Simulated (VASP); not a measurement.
Wanted: the native input for a VASP 6.6.1 run.

```
Task                   : single point
Functional             : PBE
Potentials or basis    : VASP PAW PBE potentials, release 64 (Ti_sv, H)
Cutoff                 : 520 eV
k mesh                 : 5 × 6 × 1
Occupations            : gaussian, width 0.1 eV
Spin                   : no spin polarisation
Dipole correction      : yes
Further INCAR settings : ALGO = Normal; EDIFF = 1e-06; NBANDS = 84
```

The structure of Ti12H lies in POSCAR:

```
Ti12H
1.0
    5.8763264169      0.0000000000      0.0000000000
    0.0000000000      4.6504654180      0.0000000000
    0.0000000000      0.0000000000     21.2842241737
Ti H
12 1
Direct
    0.0000000000      0.7500000000      0.1879326194
    0.5000000000      0.7500000000      0.1879326194
    0.2500000000      0.2500000000      0.2277825407
    0.7500000000      0.2500000000      0.2277825407
    0.2500000000      0.7500000000      0.3074823835
    0.7500000000      0.7500000000      0.3074823835
    0.0000000000      0.2500000000      0.3461291986
    0.5000000000      0.2500000000      0.3461291986
    0.0000000000      0.7500000000      0.4220680061
    0.5000000000      0.7500000000      0.4220680061
    0.2500000000      0.2500000000      0.4596937193
    0.7500000000      0.2500000000      0.4596937193
    0.5000000000      0.2500000000      0.5168842684
```

These files were run (other wordings do the same):

INCAR

```
SYSTEM = Ti12H
PREC = Accurate
ENCUT = 520
EDIFF = 1E-6
ISMEAR = 0
SIGMA = 0.1
LREAL = .False.
LASPH = .True.
NELM = 80
ALGO = Normal
ISIF = 2
LWAVE = .False.
LCHARG = .True.
LDIPOL = .True.
IDIPOL = 3
DIPOL = 0.5 0.5 0.340
GGA = PE
LELF = .True.
LVHAR = .True.
LVACPOTAV = .True.
NBANDS = 84
```

KPOINTS

```
regular mesh
0
Gamma
  5 6 1
  0 0 0
```

Potentials or basis: VASP PAW PBE potentials, release 64 (Ti_sv, H).

The run is started by

```sh
$ cat potpaw_PBE.64/Ti_sv/POTCAR potpaw_PBE.64/H/POTCAR > POTCAR
$ mpirun -np 1 vasp_std > vasp.out
```

Results of the run:

| Item | Value |
| --- | --- |
| Largest force | 0.631 eV/Å |
| Band gap on the k mesh | zero (an odd number of electrons rules out a gap without spin polarisation) |

It took 57 min on 1 thread of Intel(R) Xeon(R) Platinum 8259CL CPU @ 2.50GHz (Skylake/Cascade Lake), with other jobs on the host, peak memory 0.8 GiB.
